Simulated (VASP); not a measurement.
Here is a VASP 6.6.1 calculation.

File POSCAR:

```
AlN
1.0
    0.0000000000      2.1839935596      2.1839935596
    2.1839935596      0.0000000000      2.1839935596
    2.1839935596      2.1839935596      0.0000000000
Al N
1 1
Direct
    0.0000000000      0.0000000000      0.0000000000
    0.2500000000      0.2500000000      0.2500000000
```

The input INCAR.step1:

```
SYSTEM = AlN
PREC = Accurate
ENCUT = 600
EDIFF = 1E-5
ISMEAR = -1
SIGMA = 0.05
LREAL = .False.
LASPH = .True.
NELM = 60
ALGO = Normal
LWAVE = .True.
LCHARG = .False.
GGA = PE
NBANDS = 11
```

File INCAR.step2:

```
SYSTEM = AlN
PREC = Accurate
ENCUT = 600
EDIFF = 1E-7
ISMEAR = -1
SIGMA = 0.05
LREAL = .False.
LASPH = .True.
NELM = 60
ALGO = Normal
ISIF = 3
LWAVE = .False.
LCHARG = .False.
GGA = PS
LHFCALC = .True.
AEXX = 0.25
PRECFOCK = Normal
IBRION = 2
NSW = 60
EDIFFG = -0.01
ISTART = 1
```

KPOINTS

```
regular mesh
0
Gamma
  5 5 5
  0 0 0
```

Potentials or basis: VASP PAW PBE potentials, release 64 (Al, N).

Command:

```sh
$ cat potpaw_PBE.64/Al/POTCAR potpaw_PBE.64/N/POTCAR > POTCAR
$ cp INCAR.step1 INCAR
$ mpirun -np 1 vasp_std > vasp.out
$ cp INCAR.step2 INCAR
$ mpirun -np 1 vasp_std > vasp.out
```

Q: Predict the relaxed volume.

A: 10.28 Å³/atom.

Q: What does it give for the space group after relaxing (to 0.1 Å)?

A: F-43m (No. 216).

Q: Predict the relaxed cell.

A: a = 3.075 Å, b = 3.075 Å, c = 3.075 Å, α = 60.00°, β = 60.00°, γ = 60.00°.

Final structure:
```cif
data_structure
_symmetry_space_group_name_H-M 'P 1'
_symmetry_Int_Tables_number 1
_cell_length_a 3.0747
_cell_length_b 3.0747
_cell_length_c 3.0747
_cell_angle_alpha 60.000
_cell_angle_beta 60.000
_cell_angle_gamma 60.000
_cell_volume 20.55
loop_
_atom_site_label
_atom_site_type_symbol
_atom_site_fract_x
_atom_site_fract_y
_atom_site_fract_z
_atom_site_occupancy
Al1 Al 0.00000 0.00000 0.00000 1
N1 N 0.25000 0.25000 0.25000 1
```

Caveat: the k points lie up to 0.50 Å⁻¹ apart in the final cell; the PAW data sets were made with another functional, which shifts forces and pressure a little.
